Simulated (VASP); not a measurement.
Here is a VASP 6.6.1 calculation.

File POSCAR:

```
InAs
1.0
    0.0000000000      3.0237350231      3.0237350231
    3.0237350231      0.0000000000      3.0237350231
    3.0237350231      3.0237350231      0.0000000000
In As
1 1
Direct
    0.0000000000      0.0000000000      0.0000000000
    0.2500000000      0.2500000000      0.2500000000
```

Contents of INCAR.step1:

```
SYSTEM = InAs
PREC = Accurate
ENCUT = 560
ISMEAR = -1
SIGMA = 0.02
LREAL = .FALSE.
LASPH = .TRUE.
NELM = 120
NBANDS = 21
GGA = PE
ALGO = Normal
EDIFF = 1E-5
LWAVE = .TRUE.
LCHARG = .FALSE.
GGA_COMPAT = .FALSE.
```

File INCAR.step2:

```
SYSTEM = InAs
PREC = Accurate
ENCUT = 560
EDIFF = 1E-6
ISMEAR = -1
SIGMA = 0.02
LREAL = .FALSE.
LASPH = .TRUE.
NELM = 120
ALGO = Normal
ISIF = 2
LWAVE = .FALSE.
LCHARG = .FALSE.
METAGGA = R2SCAN
LMIXTAU = .TRUE.
NBANDS = 21
ISTART = 1
GGA_COMPAT = .FALSE.
```

Contents of KPOINTS:

```
Automatic mesh
0
G
  6 6 6
  0 0 0
```

Potentials or basis: VASP PAW PBE potentials, release 64 (In_d, As_d).

Run with:

```sh
$ cat potpaw_PBE.64/In_d/POTCAR potpaw_PBE.64/As_d/POTCAR > POTCAR
$ cp INCAR.step1 INCAR
$ mpirun -np 1 vasp_std > vasp.out
$ cp INCAR.step2 INCAR
$ mpirun -np 1 vasp_std > vasp.out
```

Q: What does it give for the band gap on the k mesh?

A: 0.24 eV.

Q: Predict the pressure.

A: 1.9 GPa.

Caveat: semilocal functionals underestimate gaps, and a narrow one can read as zero; the PAW data sets were made with another functional, which shifts forces and pressure a little; spin-orbit coupling is left out, which moves the levels of the heavy elements.
